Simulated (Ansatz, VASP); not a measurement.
## One calculation of SiC5, two programs

```
Si C
1.0
     3.59615    0.00000    0.00000
    -1.79807    3.11436    0.00000
     0.00000    0.00000    8.19457
Si C
1 5
Direct
  0.00000 0.00000 0.50000
  0.33333 0.66667 0.50000
  0.00000 0.77479 0.00000
  0.77479 0.00000 0.00000
  0.22521 0.22521 0.00000
  0.66667 0.33333 0.50000
```

Change from the starting cell: species swapped into the MgAu5 type (P-62m, No. 189).

Alike in both runs: functional PBE; k mesh 12 × 12 × 6; occupations gaussian, width 0.1 eV; no spin polarisation.

Ansatz relaxed the structure, and its values are those at the end. VASP's run is a single point on that final structure, the one shown.

|  | VASP | Ansatz |
| --- | --- | --- |
| version | VASP 6.6.1 | Ansatz 0.2.0 |
| potentials or method | VASP PAW PBE potentials, release 64 (Si, C), cutoff 520 eV | scalar-relativistic, plane waves, PAW |
| valence electrons in the cell | 24 | 24 |

|  | VASP | Ansatz | Ansatz less VASP |
| --- | --- | --- | --- |
| gap on the k mesh at the Fermi level (eV) | none | none | - |
| pressure (GPa) | 0.2 | 0.0 | -0.24 |
| rms of the force components (eV/Å) | 0.075 | 0.000 | -0.0753 |

A gap of «none» marks a metal or a gap that the smearing closes.
